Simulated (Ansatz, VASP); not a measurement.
# Two plane-wave programs on LiF

Contents of INCAR:

```
SYSTEM = LiF
ALGO = Normal ; EDIFF = 1E-7
ENCUT = 520 ; GGA = PE
ISIF = 2 ; ISMEAR = 0
LASPH = .True. ; LCHARG = .False.
LREAL = .False. ; LWAVE = .False.
NBANDS = 12 ; NELM = 80
PREC = Accurate ; SIGMA = 0.02
```

File KPOINTS:

```
k-points
0
Gamma
  10 10 10
  0 0 0
```

The input POSCAR:

```
LiF
1.0
    0.0000000000      2.0136712201      2.0136712201
    2.0136712201      0.0000000000      2.0136712201
    2.0136712201      2.0136712201      0.0000000000
Li F
1 1
Direct
    0.5000000000      0.5000000000      0.5000000000
    0.0000000000      0.0000000000      0.0000000000
```

Input for Ansatz:

```yaml
crystal:
  lattice:
    - [0.0, 2.0136712201, 2.0136712201]
    - [2.0136712201, 0.0, 2.0136712201]
    - [2.0136712201, 2.0136712201, 0.0]
  atoms:
    - { symbol: Li, position: [0.5, 0.5, 0.5] }
    - { symbol: F, position: [0.0, 0.0, 0.0] }
basis:
  ecutwfc: 420
kpoints:
  mp_grid: { grid: [10, 10, 10] }
hamiltonian:
  xc: pbe
scf:
  occupations: { method: gaussian, width: 0.02 }
output:
  forces: true
  stress: true
  eigenvalues: true
```

Alike in both runs: task single point; functional PBE; k mesh 10 × 10 × 10; occupations gaussian, width 0.02 eV; no spin polarisation.

|  | VASP | Ansatz |
| --- | --- | --- |
| version | VASP 6.6.1 | Ansatz 0.2.0 |
| potentials or method | VASP PAW PBE potentials, release 64 (Li_sv, F), cutoff 520 eV | scalar-relativistic, plane waves, PAW |
| valence electrons in the cell | 10 | 10 |

```csv
,VASP,Ansatz,Ansatz less VASP
gap on the k mesh at the Fermi level (eV),9.09,9.09,+0.002
least direct gap on the mesh (eV),9.09,9.09,+0.002
```

Noted on VASP's run: the cutoff is short for stress, so the pressure is rough.
